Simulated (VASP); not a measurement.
# Hg in VASP: notebook

The runs below take Hg through single point, with LDA.

All numbers are computed with VASP 6.6.1; they aren't measurements. Logs are shortened: lines on timing, memory, paths and dates and some standing lists are left out, and cuts for length are marked.

### 1 The cell of the first run

The cell holds a atom, 1 atom: a = 14.000 Å, b = 14.400 Å, c = 14.800 Å, α = 90.00°, β = 90.00°, γ = 90.00°.

### 2 Single point, LDA, collinear spin, ferromagnetic start

INCAR

```
SYSTEM = Hg
ALGO     = Normal         ! electronic algorithm
EDIFF    = 1E-6           ! SCF threshold, eV
ENCUT    = 520            ! plane-wave cutoff, eV
GGA      = CA             ! functional
ISIF     = 2              ! what is computed and relaxed
ISMEAR   = -1             ! smearing method
ISPIN    = 2              ! spin polarisation
ISYM     = 0            
LASPH    = .TRUE.         ! aspherical terms in the spheres
LCHARG   = .FALSE.        ! write CHGCAR
LORBIT   = 11             ! projections on sites
LREAL    = .FALSE.        ! projectors in reciprocal space
LWAVE    = .FALSE.        ! write WAVECAR
MAGMOM   = 0.01           ! initial moments
NBANDS   = 16             ! bands
NELM     = 150            ! most SCF steps
PREC     = Accurate       ! precision mode
SIGMA    = 0.01           ! smearing width, eV
```

KPOINTS

```
k-points
0
G
  1 1 1
  0 0 0
```

POSCAR

```
Hg
1.0
   14.0000000000      0.0000000000      0.0000000000
    0.0000000000     14.4000000000      0.0000000000
    0.0000000000      0.0000000000     14.8000000000
Hg
1
Direct
    0.5000000000      0.5000000000      0.5000000000
```

Potentials or basis: VASP PAW LDA potentials, release 64 (Hg).

Run with:

```sh
$ cat potpaw_LDA.64/Hg/POTCAR > POTCAR
$ mpirun -np 1 vasp_gam > vasp.out
```

OUTCAR:

```text
SYSTEM = Hg
   EDIFF = 1E-6
   ENCUT = 520
   GGA = CA
   ISIF = 2
   ISMEAR = -1
   ISPIN = 2
   ISYM = 0
   LASPH = .TRUE.
   LORBIT = 11
   LREAL = .FALSE.
   NELM = 150
   PREC = Accurate

 ion  position               nearest neighbor table
   1  0.500  0.500  0.500-

IMPORTANT INFORMATION: All symmetrisations will be switched off!
NOSYMM: (Re-)initialisation of all symmetry stuff for point group C_1.

----------------------------------------------------------------------------------------

                                     Primitive cell

  volume of cell :    2983.6800

  direct lattice vectors                    reciprocal lattice vectors
    14.000000000  0.000000000  0.000000000     0.071428571  0.000000000  0.000000000
     0.000000000 14.400000000  0.000000000     0.000000000  0.069444444  0.000000000
     0.000000000  0.000000000 14.800000000     0.000000000  0.000000000  0.067567568

  length of vectors
    14.000000000 14.400000000 14.800000000     0.071428571  0.069444444  0.067567568

  position of ions in fractional coordinates (direct lattice)
     0.500000000  0.500000000  0.500000000

  ion indices of the primitive-cell ions
   primitive index   ion index
                 1           1

----------------------------------------------------------------------------------------

 KPOINTS: k-points

Automatic generation of k-mesh.
 Grid dimensions read from file:
 generate k-points for:    1    1    1

 Generating k-lattice:

  Cartesian coordinates                     Fractional coordinates (reciprocal lattice)
     0.071428571  0.000000000  0.000000000     1.000000000  0.000000000  0.000000000
     0.000000000  0.069444444  0.000000000     0.000000000  1.000000000  0.000000000
     0.000000000  0.000000000  0.067567568     0.000000000  0.000000000  1.000000000

  Length of vectors
     0.071428571  0.069444444  0.067567568

  Shift w.r.t. Gamma in fractional coordinates (k-lattice)
     0.000000000  0.000000000  0.000000000

 Subroutine IBZKPT returns following result:
 ===========================================

 Found      1 irreducible k-points:

 Following reciprocal coordinates:
            Coordinates               Weight
  0.000000  0.000000  0.000000      1.000000
   k-points           NKPTS =      1   k-points in BZ     NKDIM =      1   number of bands    NBANDS=     16
   number of dos      NEDOS =    301   number of ions     NIONS =      1
   total plane-waves  NPLWV = ******
   dimension x,y,z NGX =   108 NGY =  108 NGZ =  112
   dimension x,y,z NGXF=   216 NGYF=  216 NGZF=  224
   ions per type =               1
   NGX,Y,Z   is equivalent  to a cutoff of  12.82, 12.47, 12.58 a.u.
   NGXF,Y,Z  is equivalent  to a cutoff of  25.65, 24.94, 25.16 a.u.
 SYSTEM =  Hg
   PREC   = accura    normal or accurate (medium, high low for compatibility)
   ISTART =      0    job   : 0-new  1-cont  2-samecut
   ICHARG =      2    charge: 1-file 2-atom 10-const
   ISPIN  =      2    spin polarized calculation?
   LNONCOLLINEAR =      F non collinear calculations
   LSORBIT =      F    spin-orbit coupling
   LASPH  =      T    aspherical Exc in radial PAW
   ENCUT  =  520.0 eV  38.22 Ry    6.18 a.u.  26.03 26.77 27.52*2*pi/ulx,y,z
   NELM   =    150;   NELMIN=  2; NELMDL= -5     # of ELM steps
   EDIFF  = 0.1E-05   stopping-criterion for ELM
   LREAL  =      F    real-space projection
   EDIFFG = 0.1E-04   stopping-criterion for IOM
   NSW    =      0    number of steps for IOM
   IBRION =     -1    ionic relax: 0-MD 1-quasi-New 2-CG
   NFREE  =      0    steps in history (QN), initial steepest desc. (CG)
   ISIF   =      2    stress and relaxation
   ISYM   =      0    0-nonsym 1-usesym 2-fastsym
   POTIM  = 0.5000    time-step for ionic-motion
   TEBEG  =    0.0;   TEEND  =   0.0 temperature during run
   PSTRESS=    0.0 pullay stress
   NELECT =      12.0000    total number of electrons
   NUPDOWN=      -1.0000    fix difference up-down
   EMIN   =  10.00;   EMAX   =-10.00  energy-range for DOS
   EFERMI =   0.00;   METHOD = LEGACY
   ISMEAR =    -1;   SIGMA  =   0.01  broadening in eV -4-tet -1-fermi 0-gaus
   EFERMI_NEDOS =   21; number of points for ismear=-14 and -15
   IALGO  =     38    algorithm
   IMIX   =      4    mixing-type and parameters
     AMIX     =   0.40;   BMIX     =  1.00
     AMIX_MAG =   1.60;   BMIX_MAG =  1.00
  volume/ion in A,a.u.               =    2983.68     20134.87
  Fermi-wavevector in a.u.,A,eV,Ry     =   0.260346  0.491983  0.922205  0.067780
  Thomas-Fermi vector in A             =   1.088001
   LORBIT       =     11    0 simple, 1 ext, 2 COOP (PROOUT), +10 PAW based schemes
   GGA     = CA    functional components
   LHFCALC =     F    Hartree Fock is set to
   AEXX    =    0.0000 exact exchange contribution
   IVDW    =     0    specifies the selected vdW correction
   LEPSILON=     F    determine dielectric tensor
   LRPA    =     F    only Hartree local field effects (RPA)
 spin polarized calculation
  energy-cutoff  :      520.00
  volume of cell :     2983.68
 maximum number of plane-waves:     40220
 NGX is ok and might be reduce to   108
   NGX = 53   NGY = 53   NGZ = 55

 number of electron      12.0000002 magnetization       0.0000637

 Free energy of the ion-electron system (eV)
  ---------------------------------------------------
  ext. energy  EPLUGINS =         0.00000000
  ---------------------------------------------------
  free energy    TOTEN  =        -0.00342995 eV

  energy without entropy =       -0.00342995  energy(sigma->0) =       -0.00342995

 E-fermi :  -6.8020     XC(G=0):  -0.2969

 val. band max:       -7.0396279258   @ k =   0.0000   0.0000   0.0000
 cond. band min:      -1.1352163579   @ k =   0.0000   0.0000   0.0000
 fundamental gap:      5.9044115679
 Fermi energy:        -6.8019958389

 spin component 1

 k-point     1 :       0.0000    0.0000    0.0000
  band No.  band energies     occupation
      1     -10.0534      1.00000
      2     -10.0534      1.00000
      3     -10.0534      1.00000
      4     -10.0534      1.00000
      5     -10.0534      1.00000
      6      -7.0396      1.00000
[... 8 lines left out ...]
     15       0.8013      0.00000
     16       0.8431      0.00000
 Fermi energy:        -6.8019958389

 spin component 2

 k-point     1 :       0.0000    0.0000    0.0000
  band No.  band energies     occupation
      1     -10.0534      1.00000
      2     -10.0534      1.00000
      3     -10.0534      1.00000
      4     -10.0534      1.00000
      5     -10.0534      1.00000
      6      -7.0396      1.00000
[... 8 lines left out ...]
     15       0.8018      0.00000
     16       0.8431      0.00000

------------------------ aborting loop because EDIFF is reached ----------------------------------------

  FORCE on cell =-STRESS in cart. coord.  units (eV):
  Direction    XX          YY          ZZ          XY          YZ          ZX
  --------------------------------------------------------------------------------------
  -------------------------------------------------------------------------------------
  Total       -0.0156721     -0.0157216     -0.0156288      0.0000000      0.0000007      0.0000007
  in kB       -0.0084156     -0.0084422     -0.0083924      0.0000000      0.0000004      0.0000004
  external PRESSURE =      -0.0084167 kB  Pullay stress =       0.0000000 kB

 VOLUME and BASIS-vectors are now :
 -----------------------------------------------------------------------------
  energy-cutoff  :      520.00
  volume of cell :     2983.68
      direct lattice vectors                 reciprocal lattice vectors
    14.000000000  0.000000000  0.000000000     0.071428571  0.000000000  0.000000000
     0.000000000 14.400000000  0.000000000     0.000000000  0.069444444  0.000000000
     0.000000000  0.000000000 14.800000000     0.000000000  0.000000000  0.067567568

 POSITION                                       TOTAL-FORCE (eV/Angst)
 -----------------------------------------------------------------------------------
      7.00000      7.20000      7.40000         0.000000      0.000000      0.000000
 -----------------------------------------------------------------------------------
    total drift:                                0.000000      0.000000      0.000000

  FREE ENERGIE OF THE ION-ELECTRON SYSTEM (eV)
  ---------------------------------------------------
  free  energy   TOTEN  =        -0.0034299478 eV

  energy  without entropy=       -0.0034299478  energy(sigma->0) =       -0.00342995

 total charge

# of ion       s       p       d       tot
------------------------------------------
    1        1.066   0.000   9.370  10.436

 magnetization (x)

# of ion       s       p       d       tot
------------------------------------------
    1       -0.000  -0.000  -0.000  -0.000
```

Wall time 2 min (1 thread of Intel Xeon Platinum 8559C (Emerald Rapids), shared host); peak memory 1.5 GiB.

What came out:

| Item | Value |
| --- | --- |
| Free energy | -0.0034 eV |
| Pressure | 0.0 GPa |
| Band gap on the k mesh | 5.90 eV |
| Net moment | 0.00 μB per cell |
| Valence electrons inside the program's atomic spheres | Hg 10.44 |

Caveat: spin-orbit coupling is left out, which moves the levels of the heavy elements.

### 3 Single point, LDA, collinear spin, ferromagnetic start

INCAR

```
SYSTEM = Hg
PREC = Accurate
ENCUT = 520
EDIFF = 1E-6
ISMEAR = -1
SIGMA = 0.01
LREAL = .FALSE.
LASPH = .TRUE.
NELM = 150
ALGO = Normal
ISIF = 2
LWAVE = .FALSE.
LCHARG = .FALSE.
ISPIN = 2
MAGMOM = 2
LORBIT = 11
NBANDS = 16
ISYM = 0
```

KPOINTS

```
Automatic mesh
0
G
  1 1 1
  0 0 0
```

POSCAR is that of step 2.

Potentials or basis: VASP PAW LDA potentials, release 64 (Hg).

Run with:

```sh
$ cat potpaw_LDA.64/Hg/POTCAR > POTCAR
$ mpirun -np 1 vasp_gam > vasp.out
```

It took 2.7 min on 1 thread of Intel Xeon Platinum 8375C at 2.90GHz (Ice Lake), shared host; peak memory 1.5 GiB.

It converged, with:

```
Free energy                                           : -0.0034 eV
Pressure                                              : 0.0 GPa
Band gap on the k mesh                                : 5.90 eV
Net moment                                            : 0.00 μB per cell
Valence electrons inside the program's atomic spheres : Hg 10.44
```

Levels at points of the mesh, in eV from the valence-band top:
Spin up:
```tsv
k point	band 2	band 3	band 4	band 5	band 6	band 7	band 8	band 9	band 10	band 11
(0.00, 0.00, 0.00)	-3.01	-3.01	-3.01	-3.01	0.00	5.90	5.91	5.91	6.99	7.69
```
Spin down:
```csv
k point,band 2,band 3,band 4,band 5,band 6,band 7,band 8,band 9,band 10,band 11
"(0.00, 0.00, 0.00)",-3.01,-3.01,-3.01,-3.01,0.00,5.90,5.91,5.91,6.99,7.69
```

Caveat: spin-orbit coupling is left out, which moves the levels of the heavy elements.
